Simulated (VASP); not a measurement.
# Ir (P6/mmm) in VASP: a series of runs

The runs below take Ir through single point, relaxation of cell and atoms, with PBEsol.

Everything below comes from runs of VASP 6.6.1. Logs are shortened: lines on timing, memory, paths and dates and some standing lists are left out, and cuts for length are marked.

## 1. The cell of the first run

The structure is hexagonal, space group P6/mmm (No. 191). The conventional cell has a = 4.336 Å, b = 4.336 Å, c = 2.669 Å, α = 90.00°, β = 90.00°, γ = 120.00°. Within 3.5 Å of Ir (site symmetry 6/mmm) lie 14 Ir at 2.67 to 2.84 Å. Ir (site symmetry -6m2) has 11 Ir at 2.50 to 2.84 Å within 3.3 Å.

This isn't the form of Ir at room conditions, which is fcc.

## 2. Single point, PBEsol

Input file INCAR:

```
SYSTEM = Ir
ALGO = Fast
EDIFF = 1E-7
ENCUT = 520
GGA = PS
ISIF = 2
ISMEAR = 0
LASPH = .True.
LCHARG = .False.
LREAL = .False.
LWAVE = .False.
NBANDS = 20
NELM = 60
PREC = Accurate
SIGMA = 0.1
```

Input file KPOINTS:

```
k-points
0
Gamma
  12 12 18
  0 0 0
```

Input file POSCAR:

```
Ir
1.0
    4.3355561131      0.0000000000      0.0000000000
   -2.1677780566      3.7547017334      0.0000000000
    0.0000000000      0.0000000000      2.6685961075
Ir
3
Direct
    0.0000000000      0.0000000000      0.0000000000
    0.3333333333      0.6666666667      0.5000000000
    0.6666666667      0.3333333333      0.5000000000
```

Potentials or basis: VASP PAW PBE potentials, release 64 (Ir).

Launch:

```sh
> cat potpaw_PBE.64/Ir/POTCAR > POTCAR
> mpirun -np 1 vasp_std > vasp.out
```

OUTCAR:

```text
SYSTEM = Ir
   EDIFF = 1E-7
   ENCUT = 520
   GGA = PS
   ISIF = 2
   ISMEAR = 0
   LASPH = .True.
   LREAL = .False.
   NELM = 60
   PREC = Accurate

 ion  position               nearest neighbor table
   1  0.000  0.000  0.000-   2 2.84   3 2.84   2 2.84   3 2.84   2 2.84   2 2.84   3 2.84   3 2.84
                             3 2.84   3 2.84   2 2.84   2 2.84
   2  0.333  0.667  0.500-   3 2.50   3 2.50   3 2.50   1 2.84   1 2.84   1 2.84   1 2.84   1 2.84
                             1 2.84
   3  0.667  0.333  0.500-   2 2.50   2 2.50   2 2.50   1 2.84   1 2.84   1 2.84   1 2.84   1 2.84
                             1 2.84

  LATTYP: Found a hexagonal cell.
 ALAT       =     4.3355561131
 C/A-ratio  =     0.6155141435

  Lattice vectors:

 A1 = (   4.3355561131,   0.0000000000,   0.0000000000)
 A2 = (  -2.1677780566,   3.7547017334,   0.0000000000)
 A3 = (   0.0000000000,   0.0000000000,   2.6685961075)

Analysis of symmetry for initial positions (statically):
=====================================================================
 Subroutine PRICEL returns:
 Original cell was already a primitive cell.

 Routine SETGRP: Setting up the symmetry group for a
 hexagonal supercell.

 Subroutine GETGRP returns: Found 24 space group operations
 (whereof 24 operations were pure point group operations)
 out of a pool of 24 trial point group operations.

The static configuration has the point symmetry D_6h.

Analysis of symmetry for dynamics (positions and initial velocities):
=====================================================================
 Subroutine PRICEL returns:
 Original cell was already a primitive cell.

 Routine SETGRP: Setting up the symmetry group for a
 hexagonal supercell.

 Subroutine GETGRP returns: Found 24 space group operations
 (whereof 24 operations were pure point group operations)
 out of a pool of 24 trial point group operations.

The dynamic configuration has the point symmetry D_6h.

 Subroutine INISYM returns: Found 24 space group operations
 (whereof 24 operations are pure point group operations),
 and found     1 'primitive' translations

----------------------------------------------------------------------------------------

                                     Primitive cell

  volume of cell :      43.4413

[... 87 lines left out ...]
   LASPH  =      T    aspherical Exc in radial PAW
   ENCUT  =  520.0 eV  38.22 Ry    6.18 a.u.   8.06  8.06  4.96*2*pi/ulx,y,z
   NELM   =     60;   NELMIN=  2; NELMDL= -5     # of ELM steps
   EDIFF  = 0.1E-06   stopping-criterion for ELM
   LREAL  =      F    real-space projection
   EDIFFG = 0.1E-05   stopping-criterion for IOM
   NSW    =      0    number of steps for IOM
   IBRION =     -1    ionic relax: 0-MD 1-quasi-New 2-CG
   NFREE  =      0    steps in history (QN), initial steepest desc. (CG)
   ISIF   =      2    stress and relaxation
   ISYM   =      2    0-nonsym 1-usesym 2-fastsym
   POTIM  = 0.5000    time-step for ionic-motion
   TEBEG  =    0.0;   TEEND  =   0.0 temperature during run
   PSTRESS=    0.0 pullay stress
   NELECT =      27.0000    total number of electrons
   NUPDOWN=      -1.0000    fix difference up-down
   EMIN   =  10.00;   EMAX   =-10.00  energy-range for DOS
   EFERMI =   0.00;   METHOD = LEGACY
   ISMEAR =     0;   SIGMA  =   0.10  broadening in eV -4-tet -1-fermi 0-gaus
   EFERMI_NEDOS =   21; number of points for ismear=-14 and -15
   IALGO  =     68    algorithm
   IMIX   =      4    mixing-type and parameters
     AMIX     =   0.40;   BMIX     =  1.00
     AMIX_MAG =   1.60;   BMIX_MAG =  1.00
  volume/ion in A,a.u.               =      14.48        97.72
  Fermi-wavevector in a.u.,A,eV,Ry     =   1.397103  2.640142 26.557163  1.951896
  Thomas-Fermi vector in A             =   2.520392
   LORBIT       =      0    0 simple, 1 ext, 2 COOP (PROOUT), +10 PAW based schemes
   GGA     = PS    functional components
   LHFCALC =     F    Hartree Fock is set to
   AEXX    =    0.0000 exact exchange contribution
   IVDW    =     0    specifies the selected vdW correction
   LEPSILON=     F    determine dielectric tensor
   LRPA    =     F    only Hartree local field effects (RPA)
 non-spin polarized calculation
 RMM-DIIS sequential band-by-band and
 Gauss-broadening in eV      SIGMA  =   0.10
  energy-cutoff  :      520.00
  volume of cell :       43.44
 maximum number of plane-waves:      1191
   NGX = 17   NGY = 17   NGZ =  9

 number of electron      27.0000002 magnetization

 Free energy of the ion-electron system (eV)
  ---------------------------------------------------
  ext. energy  EPLUGINS =         0.00000000
  ---------------------------------------------------
  free energy    TOTEN  =       -28.39641362 eV

  energy without entropy =      -28.37211063  energy(sigma->0) =      -28.38426212

 E-fermi :   9.8439     XC(G=0): -13.9473

 val. band max:        9.8433960753   @ k =   0.1667   0.0000   0.4444
 cond. band min:       9.8473753757   @ k =   0.0000   0.0000   0.4444
 fundamental gap:      0.0039793003
 Fermi energy:         9.8439056929

 k-point     1 :       0.0000    0.0000    0.0000
  band No.  band energies     occupation
      1      -1.0889      2.00000
      2       2.6347      2.00000
      3       4.9427      2.00000
      4       5.2383      2.00000
      5       5.2383      2.00000
      6       5.2482      2.00000
[... 541 lines left out ...]
     19      17.1704      0.00000
     20      20.9151      0.00000

 [... further k-points ...]

------------------------ aborting loop because EDIFF is reached ----------------------------------------

  FORCE on cell =-STRESS in cart. coord.  units (eV):
  Direction    XX          YY          ZZ          XY          YZ          ZX
  --------------------------------------------------------------------------------------
  -------------------------------------------------------------------------------------
  Total        0.2440698      0.2440698      0.1883285     -0.0000000     -0.0000000      0.0000000
  in kB        9.0016394      9.0016394      6.9458183     -0.0000000     -0.0000000      0.0000000
  external PRESSURE =       8.3163657 kB  Pullay stress =       0.0000000 kB

 VOLUME and BASIS-vectors are now :
 -----------------------------------------------------------------------------
  energy-cutoff  :      520.00
  volume of cell :       43.44
      direct lattice vectors                 reciprocal lattice vectors
     4.335556113  0.000000000  0.000000000     0.230650919  0.133166370  0.000000000
    -2.167778057  3.754701733  0.000000000     0.000000000  0.266332740  0.000000000
     0.000000000  0.000000000  2.668596107     0.000000000  0.000000000  0.374728869

 POSITION                                       TOTAL-FORCE (eV/Angst)
 -----------------------------------------------------------------------------------
      0.00000      0.00000      0.00000        -0.000000      0.000000      0.000000
     -0.00000      2.50313      1.33430        -0.000000     -0.000000      0.000000
      2.16778      1.25157      1.33430         0.000000      0.000000     -0.000000
 -----------------------------------------------------------------------------------
    total drift:                               -0.000000      0.000000      0.000000

  FREE ENERGIE OF THE ION-ELECTRON SYSTEM (eV)
  ---------------------------------------------------
  free  energy   TOTEN  =       -28.3964136154 eV

  energy  without entropy=      -28.3721106340  energy(sigma->0) =      -28.38426212
```

stdout:

```text
POSCAR found type information on POSCAR Ir
 POSCAR found :  1 types and       3 ions
 scaLAPACK will be used
 -----------------------------------------------------------------------------
|                                                                             |
|                                                                             |
|     You enforced a specific xc type in the INCAR file but a different       |
|     I HOPE YOU KNOW WHAT YOU ARE DOING!                                     |
|                                                                             |
 -----------------------------------------------------------------------------

 LDA part: xc-table for (Slater+PW92), standard interpolation
 POSCAR, INCAR and KPOINTS ok, starting setup
 FFT: planning ... GRIDC
 FFT: planning ... GRID_SOFT
 FFT: planning ... GRID
 WAVECAR not read
 entering main loop
```

Wall time 2.8 min (1 thread of Intel Xeon 8259CL, shared host); peak memory 0.25 GiB.

Results:

```yaml
Free_energy: -28.3964 eV
Pressure: 0.8 GPa
Band_gap_on_the_k_mesh: zero (an odd number of electrons rules out a gap without spin polarisation)
```

Stress tensor (GPa, compression positive):
```
0.90 0.00 0.00
0.00 0.90 0.00
0.00 0.00 0.69
```

Caveat: the PAW data sets were made with another functional, which shifts forces and pressure a little; spin-orbit coupling is left out, which moves the levels of the heavy elements.

## 3. Relaxation of cell and atoms, PBEsol

Input file INCAR:

```
SYSTEM = Ir
PREC = Accurate
ENCUT = 600
EDIFF = 1E-7
ISMEAR = 0
SIGMA = 0.1
LREAL = .FALSE.
LASPH = .TRUE.
NELM = 80
ALGO = Fast
ISIF = 3
LWAVE = .FALSE.
LCHARG = .FALSE.
GGA = PS
IBRION = 2
NSW = 100
EDIFFG = -0.01
```

Input file KPOINTS:

```
Automatic mesh
0
G
  12 12 18
  0 0 0
```

Input file POSCAR:

```
Ir
1.0
    4.3161055301      0.0000000000      0.0000000000
   -2.1580527651      3.7378570345      0.0000000000
    0.0000000000      0.0000000000      2.6936149553
Ir
3
Direct
    0.0000000000      0.0000000000      0.0000000000
    0.3333333333      0.6666666667      0.5000000000
    0.6666666667      0.3333333333      0.5000000000
```

Potentials or basis: VASP PAW PBE potentials, release 64 (Ir).

Launch:

```sh
> cat potpaw_PBE.64/Ir/POTCAR > POTCAR
> mpirun -np 1 vasp_std > vasp.out
```

It took 15 min on 1 thread of Intel Xeon 8259CL, shared host; peak memory 0.3 GiB.

The run converged. Its results:

- Free energy: -28.3967 eV
- Relaxed volume: 14.52 Å³/atom
- Relaxed cell: a = 4.340 Å, b = 4.340 Å, c = 2.670 Å, α = 90.00°, β = 90.00°, γ = 120.00°
- Space group after relaxing (to 0.1 Å): P6/mmm (No. 191)
- Energy gained by relaxing: 3.0 meV/atom
- Ionic steps: 5
- Pressure after relaxing: 0.0 GPa
- Band gap on the k mesh: zero (an odd number of electrons rules out a gap without spin polarisation)

Stress tensor (GPa, compression positive):
```
-0.06  0.00  0.00
 0.00 -0.06  0.00
 0.00  0.00  0.01
```

Step by step:
```csv
step,energy change (eV),largest force (eV/Å),pressure (GPa),volume (Å³)
1,0.0000,0.0000,1.17,43.46
2,0.0105,0.0000,-4.71,44.11
3,-0.0080,0.0000,-1.35,43.72
4,-0.0033,0.0000,3.31,43.15
5,-0.0090,0.0000,-0.04,43.55
```

Final structure:
```cif
data_structure
_symmetry_space_group_name_H-M 'P 1'
_symmetry_Int_Tables_number 1
_cell_length_a 4.3398
_cell_length_b 4.3398
_cell_length_c 2.6701
_cell_angle_alpha 90.000
_cell_angle_beta 90.000
_cell_angle_gamma 120.000
_cell_volume 43.55
loop_
_atom_site_label
_atom_site_type_symbol
_atom_site_fract_x
_atom_site_fract_y
_atom_site_fract_z
_atom_site_occupancy
Ir1 Ir 0.00000 0.00000 0.00000 1
Ir2 Ir 0.33333 0.66667 0.50000 1
Ir3 Ir 0.66667 0.33333 0.50000 1
```

Levels at points of the mesh, in eV from the Fermi level:
```
           k point  band 10  band 11  band 12  band 13  band 14  band 15  band 16  band 17
(0.00, 0.00, 0.00)    -3.08    -2.04    -2.04    -2.00    -2.00     1.21     1.21     6.06
(0.50, 0.00, 0.00)    -1.78    -1.77    -0.56    -0.31     0.25     0.25     0.34     0.37
(0.00, 0.00, 0.50)    -2.94     0.05     0.05     0.64     0.64     2.20     2.88     3.30
(0.50, 0.00, 0.50)    -2.09    -1.73    -0.51     0.32     0.70     1.70     2.02     3.47
```

Caveat: the PAW data sets were made with another functional, which shifts forces and pressure a little; spin-orbit coupling is left out, which moves the levels of the heavy elements.
